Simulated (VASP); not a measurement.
Crystal: BaTiO3 (Barioperovskite).

```
CELL_PARAMETERS angstrom
3.93164 0.00000 0.00000
0.00000 2.79856 2.80670
0.00000 -2.79856 2.80670
ATOMIC_POSITIONS crystal
Ba 0.00000 0.00000 0.00000
Ti 0.50000 0.51240 0.51240
O 0.50000 0.99184 0.50524
O 0.50000 0.50524 0.99184
O 0.00000 0.48740 0.48740
```

Base run:

- Program: VASP 6.6.1
- Functional: PBE
- Potentials or basis: VASP PAW PBE potentials, release 64 (Ba_sv, Ti_sv, O)
- Cutoff: 520 eV
- k mesh: 7 × 7 × 7
- Occupations: fermi-dirac, width 0.05 eV
- Spin: no spin polarisation

Its results: band gap on the k mesh 2.01 eV, indirect (least direct gap 2.10 eV); pressure 12.1 GPa; largest force 0.231 eV/Å.

Problem. The run is repeated on the same cell with these changes: functional from PBE to LDA; potentials or basis from VASP PAW PBE potentials, release 64 (Ba_sv, Ti_sv, O) to VASP PAW LDA potentials, release 64 (Ba_sv, Ti_sv, O). What comes out?

Solution. Band gap on the k mesh 1.91 eV, indirect (least direct gap 2.00 eV); pressure 0.7 GPa; largest force 0.214 eV/Å.

Caveats: spin-orbit coupling is left out, which moves the levels of the heavy elements.

A k mesh can miss the band edges.
